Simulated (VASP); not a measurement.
# Al (P6_3/mmc) in VASP: further runs

Runs on Al. Level: BLYP. Tasks: single point, relaxation of cell and atoms.

Program: VASP 6.6.1. These are calculated values, not measurements. Logs are shortened: lines on timing, memory, paths and dates and some standing lists are left out, and cuts for length are marked.

### 1 The cell of the first run

The structure is hexagonal, space group P6_3/mmc (No. 194). The conventional cell has a = 2.963 Å, b = 2.963 Å, c = 5.011 Å, α = 90.00°, β = 90.00°, γ = 120.00°. Al (site symmetry -6m2) has 12 Al at 2.96 to 3.03 Å within 3.9 Å.

### 2 Single point, BLYP (volume scaled by 1.08)

Contents of INCAR:

```
SYSTEM = Al
  PREC = Accurate
  ENCUT = 520
  EDIFF = 1E-6
  ISMEAR = -1
  SIGMA = 0.1
  LREAL = .FALSE.
  LASPH = .TRUE.
  NELM = 80
  ALGO = Normal
  ISIF = 2
  LWAVE = .FALSE.
  LCHARG = .FALSE.
  GGA = B5
  ALDAX = 1.0
  AGGAX = 1.0
  AGGAC = 1.0
  ALDAC = 0.0
  NBANDS = 10
```

Contents of KPOINTS:

```
regular mesh
0
G
  14 14 7
  0 0 0
```

Contents of POSCAR:

```
Al
1.0
    2.9627972633      0.0000000000      0.0000000000
   -1.4813986316      2.5658576963      0.0000000000
    0.0000000000      0.0000000000      5.0113472414
Al
2
Direct
    0.3333333333      0.6666666667      0.2500000000
    0.6666666667      0.3333333333      0.7500000000
```

Potentials or basis: VASP PAW PBE potentials, release 64 (Al).

Started as:

```console
$ cat potpaw_PBE.64/Al/POTCAR > POTCAR
$ mpirun -np 1 vasp_std > vasp.out
```

OUTCAR:

```text
SYSTEM = Al
   PREC = Accurate
   ENCUT = 520
   EDIFF = 1E-6
   ISMEAR = -1
   LREAL = .FALSE.
   LASPH = .TRUE.
   NELM = 80
   ISIF = 2
   GGA = B5

 ion  position               nearest neighbor table
   1  0.333  0.667  0.250-   2 3.03   2 3.03   2 3.03   2 3.03   2 3.03   2 3.03
   2  0.667  0.333  0.750-   1 3.03   1 3.03   1 3.03   1 3.03   1 3.03   1 3.03

  LATTYP: Found a hexagonal cell.
 ALAT       =     2.9627972633
 C/A-ratio  =     1.6914242846

  Lattice vectors:

 A1 = (   2.9627972633,   0.0000000000,   0.0000000000)
 A2 = (  -1.4813986316,   2.5658576963,   0.0000000000)
 A3 = (   0.0000000000,   0.0000000000,   5.0113472414)

Analysis of symmetry for initial positions (statically):
=====================================================================
 Subroutine PRICEL returns:
 Original cell was already a primitive cell.

 Routine SETGRP: Setting up the symmetry group for a
 hexagonal supercell.

 Subroutine GETGRP returns: Found 24 space group operations
 (whereof 12 operations were pure point group operations)
 out of a pool of 24 trial point group operations.

The static configuration has the point symmetry D_3d.
 The point group associated with its full space group is D_6h.

Analysis of symmetry for dynamics (positions and initial velocities):
=====================================================================
 Subroutine PRICEL returns:
 Original cell was already a primitive cell.

 Routine SETGRP: Setting up the symmetry group for a
 hexagonal supercell.

 Subroutine GETGRP returns: Found 24 space group operations
 (whereof 12 operations were pure point group operations)
 out of a pool of 24 trial point group operations.

The dynamic configuration has the point symmetry D_3d.
 The point group associated with its full space group is D_6h.

 Subroutine INISYM returns: Found 24 space group operations
 (whereof 12 operations are pure point group operations),
 and found     1 'primitive' translations

----------------------------------------------------------------------------------------

                                     Primitive cell

  volume of cell :      38.0968

  direct lattice vectors                    reciprocal lattice vectors
     2.962797263  0.000000000  0.000000000     0.337518875  0.194866613  0.000000000
    -1.481398632  2.565857696  0.000000000     0.000000000  0.389733227  0.000000000
     0.000000000  0.000000000  5.011347241     0.000000000  0.000000000  0.199547138

  length of vectors
     2.962797263  2.962797263  5.011347241     0.389733227  0.389733227  0.199547138

  position of ions in fractional coordinates (direct lattice)
     0.333333333  0.666666667  0.250000000
     0.666666667  0.333333333  0.750000000

  ion indices of the primitive-cell ions
   primitive index   ion index
                 1           1
                 2           2

----------------------------------------------------------------------------------------

 KPOINTS: regular mesh

Automatic generation of k-mesh.
 Grid dimensions read from file:
 generate k-points for:   14   14    7

 Generating k-lattice:

  Cartesian coordinates                     Fractional coordinates (reciprocal lattice)
     0.024108491  0.013919044  0.000000000     0.071428571  0.000000000  0.000000000
     0.000000000  0.027838088  0.000000000     0.000000000  0.071428571  0.000000000
     0.000000000  0.000000000  0.028506734     0.000000000  0.000000000  0.142857143

  Length of vectors
     0.027838088  0.027838088  0.028506734

  Shift w.r.t. Gamma in fractional coordinates (k-lattice)
     0.000000000  0.000000000  0.000000000

 Subroutine IBZKPT returns following result:
 ===========================================

 Found     96 irreducible k-points:

 Following reciprocal coordinates:
            Coordinates               Weight
  0.000000  0.000000  0.000000      1.000000
  0.071429  0.000000  0.000000      6.000000
  0.142857  0.000000  0.000000      6.000000
  0.214286  0.000000  0.000000      6.000000
  0.285714  0.000000  0.000000      6.000000
  0.357143  0.000000  0.000000      6.000000
[... 16 lines left out ...]
  0.285714  0.285714  0.000000      6.000000
  0.357143  0.285714  0.000000      6.000000
 [... further k-points ...]
   k-points           NKPTS =     96   k-points in BZ     NKDIM =     96   number of bands    NBANDS=     10
   number of dos      NEDOS =    301   number of ions     NIONS =      2
   total plane-waves  NPLWV =  23040
   dimension x,y,z NGX =    24 NGY =   24 NGZ =   40
   dimension x,y,z NGXF=    48 NGYF=   48 NGZF=   80
   ions per type =               2
   NGX,Y,Z   is equivalent  to a cutoff of  13.47, 13.47, 13.27 a.u.
   NGXF,Y,Z  is equivalent  to a cutoff of  26.93, 26.93, 26.54 a.u.
 SYSTEM =  Al
   PREC   = accura    normal or accurate (medium, high low for compatibility)
   ISTART =      0    job   : 0-new  1-cont  2-samecut
   ICHARG =      2    charge: 1-file 2-atom 10-const
   ISPIN  =      1    spin polarized calculation?
   LNONCOLLINEAR =      F non collinear calculations
   LSORBIT =      F    spin-orbit coupling
   LASPH  =      T    aspherical Exc in radial PAW
   ENCUT  =  520.0 eV  38.22 Ry    6.18 a.u.   5.51  5.51  9.32*2*pi/ulx,y,z
   NELM   =     80;   NELMIN=  2; NELMDL= -5     # of ELM steps
   EDIFF  = 0.1E-05   stopping-criterion for ELM
   LREAL  =      F    real-space projection
   EDIFFG = 0.1E-04   stopping-criterion for IOM
   NSW    =      0    number of steps for IOM
   IBRION =     -1    ionic relax: 0-MD 1-quasi-New 2-CG
   NFREE  =      0    steps in history (QN), initial steepest desc. (CG)
   ISIF   =      2    stress and relaxation
   ISYM   =      2    0-nonsym 1-usesym 2-fastsym
   POTIM  = 0.5000    time-step for ionic-motion
   TEBEG  =    0.0;   TEEND  =   0.0 temperature during run
   PSTRESS=    0.0 pullay stress
   NELECT =       6.0000    total number of electrons
   NUPDOWN=      -1.0000    fix difference up-down
   EMIN   =  10.00;   EMAX   =-10.00  energy-range for DOS
   EFERMI =   0.00;   METHOD = LEGACY
   ISMEAR =    -1;   SIGMA  =   0.10  broadening in eV -4-tet -1-fermi 0-gaus
   EFERMI_NEDOS =   21; number of points for ismear=-14 and -15
   IALGO  =     38    algorithm
   IMIX   =      4    mixing-type and parameters
     AMIX     =   0.40;   BMIX     =  1.00
     AMIX_MAG =   1.60;   BMIX_MAG =  1.00
  volume/ion in A,a.u.               =      19.05       128.55
  Fermi-wavevector in a.u.,A,eV,Ry     =   0.884088  1.670684 10.634476  0.781612
  Thomas-Fermi vector in A             =   2.004941
   LORBIT       =      0    0 simple, 1 ext, 2 COOP (PROOUT), +10 PAW based schemes
   GGA     = B5    functional components
   LHFCALC =     F    Hartree Fock is set to
   AEXX    =    0.0000 exact exchange contribution
   IVDW    =     0    specifies the selected vdW correction
   LEPSILON=     F    determine dielectric tensor
   LRPA    =     F    only Hartree local field effects (RPA)
 non-spin polarized calculation
  energy-cutoff  :      520.00
  volume of cell :       38.10
 maximum number of plane-waves:      1056
 NGX is ok and might be reduce to    24
   NGX = 11   NGY = 11   NGZ = 19

 number of electron       6.0000000 magnetization

 Free energy of the ion-electron system (eV)
  ---------------------------------------------------
  ext. energy  EPLUGINS =         0.00000000
  ---------------------------------------------------
  free energy    TOTEN  =        -5.33219585 eV

  energy without entropy =       -5.30167150  energy(sigma->0) =       -5.31693367

 E-fermi :   7.0298     XC(G=0):  -9.1445

 val. band max:        6.9457719155   @ k =   0.3571   0.2143   0.0000
 cond. band min:       7.0398404302   @ k =   0.2857   0.0714   0.0000
 fundamental gap:      0.0940685147
 Fermi energy:         7.0298019252

 k-point     1 :       0.0000    0.0000    0.0000
  band No.  band energies     occupation
      1      -3.1137      2.00000
      2       2.3589      2.00000
      3       2.9761      2.00000
      4      16.8071      0.00000
      5      16.8071      0.00000
      6      17.6049      0.00000
      7      17.6049      0.00000
      8      17.9707      0.00000
      9      18.4211      0.00000
     10      20.0541      0.00000

 k-point     2 :       0.0714    0.0000    0.0000
  band No.  band energies     occupation
      1      -2.9993      2.00000
      2       2.4724      2.00000
      3       3.0833      2.00000
      4      15.0241      0.00000
      5      15.8558      0.00000
      6      17.1056      0.00000
      7      18.3922      0.00000
      8      18.7231      0.00000
      9      18.7407      0.00000
     10      19.5717      0.00000

 k-point     3 :       0.1429    0.0000    0.0000
  band No.  band energies     occupation
      1      -2.6565      2.00000
      2       2.8119      2.00000
      3       3.4045      2.00000
      4      12.5875      0.00000
      5      14.7861      0.00000
      6      16.2720      0.00000
      7      17.2803      0.00000
      8      17.7418      0.00000
      9      19.0147      0.00000
     10      19.4328      0.00000

 k-point     4 :       0.2143    0.0000    0.0000
  band No.  band energies     occupation
      1      -2.0869      2.00000
      2       3.3741      2.00000
      3       3.9392      2.00000
      4      10.2147      0.00000
      5      13.8980      0.00000
      6      15.0911      0.00000
      7      15.5142      0.00000
      8      15.8084      0.00000
      9      18.2344      0.00000
     10      19.5004      0.00000

 k-point     5 :       0.2857    0.0000    0.0000
  band No.  band energies     occupation
      1      -1.2932      2.00000
      2       4.1513      2.00000
      3       4.6855      2.00000
      4       7.9961      0.00013
      5      13.0699      0.00000
      6      13.2053      0.00000
      7      13.7042      0.00000
      8      14.7892      0.00000
      9      17.6069      0.00000
     10      19.1508      0.00000

 k-point     6 :       0.3571    0.0000    0.0000
  band No.  band energies     occupation
      1      -0.2795      2.00000
      2       5.0919      2.00000
      3       5.6379      2.00000
      4       6.0060      1.99993
      5      11.1520      0.00000
      6      11.7352      0.00000
      7      12.7102      0.00000
      8      14.2709      0.00000
      9      17.1574      0.00000
     10      18.6184      0.00000
[... 183 lines left out ...]
 k-point    21 :       0.2857    0.2143    0.0000
  band No.  band energies     occupation
      1       1.0613      2.00000
      2       5.6111      2.00000
      3       6.5118      1.98881
      4       6.8945      1.58923
      5       7.3055      0.11938
      6      10.9872      0.00000
      7      11.3140      0.00000
      8      12.4851      0.00000
      9      13.5093      0.00000
     10      20.3152      0.00000

 k-point    22 :       0.3571    0.2143    0.0000
  band No.  band energies     occupation
      1       2.3771      2.00000
      2       3.9582      2.00000
      3       6.9458      1.39706
      4       7.8282      0.00068
      5       8.0603      0.00007
      6       9.3831      0.00000
      7       9.8408      0.00000
      8      12.2691      0.00000
      9      13.1790      0.00000
     10      20.1767      0.00000

 k-point    23 :       0.2857    0.2857    0.0000
  band No.  band energies     occupation
      1       2.2751      2.00000
      2       5.1626      2.00000
      3       5.5725      2.00000
      4       7.7107      0.00221
      5       8.0062      0.00011
      6      10.4883      0.00000
      7      10.5528      0.00000
      8      10.9561      0.00000
      9      12.2071      0.00000
     10      22.3727      0.00000

 k-point    24 :       0.3571    0.2857    0.0000
  band No.  band energies     occupation
      1       3.5342      2.00000
      2       3.8727      2.00000
      3       5.3044      2.00000
      4       8.7892      0.00000
      5       8.9700      0.00000
      6       9.3939      0.00000
      7       9.6733      0.00000
      8      10.6690      0.00000
      9      11.8040      0.00000
     10      22.5561      0.00000

 [... further k-points ...]
[... 5 lines left out ...]
  --------------------------------------------------------------------------------------
  -------------------------------------------------------------------------------------
  Total       -0.8823992     -0.8823992     -0.4854298     -0.0000000      0.0000000      0.0000000
  in kB      -37.1096338    -37.1096338    -20.4149338     -0.0000000      0.0000000      0.0000000
  external PRESSURE =     -31.5447338 kB  Pullay stress =       0.0000000 kB

 VOLUME and BASIS-vectors are now :
 -----------------------------------------------------------------------------
  energy-cutoff  :      520.00
  volume of cell :       38.10
      direct lattice vectors                 reciprocal lattice vectors
     2.962797263  0.000000000  0.000000000     0.337518875  0.194866613  0.000000000
    -1.481398632  2.565857696  0.000000000     0.000000000  0.389733227  0.000000000
     0.000000000  0.000000000  5.011347241     0.000000000  0.000000000  0.199547138

 POSITION                                       TOTAL-FORCE (eV/Angst)
 -----------------------------------------------------------------------------------
     -0.00000      1.71057      1.25284         0.000000     -0.000000      0.000000
      1.48140      0.85529      3.75851        -0.000000      0.000000      0.000000
 -----------------------------------------------------------------------------------
    total drift:                                0.000000     -0.000000     -0.000000

  FREE ENERGIE OF THE ION-ELECTRON SYSTEM (eV)
  ---------------------------------------------------
  free  energy   TOTEN  =        -5.3321958454 eV

  energy  without entropy=       -5.3016715002  energy(sigma->0) =       -5.31693367
```

It took 12 s on 1 thread of Intel Xeon 6975P-C (Granite Rapids), shared host; peak memory 0.16 GiB.

What came out:

| Item | Value |
| --- | --- |
| Free energy | -5.3322 eV |
| Pressure | -3.2 GPa |
| Band gap on the k mesh | zero (band 3 reaches 9.66 eV, above the bottom of band 4 at 4.45 eV) |

Caveat: the PAW data sets were made with another functional, which shifts forces and pressure a little.

(Continued in part 2 of 2.)
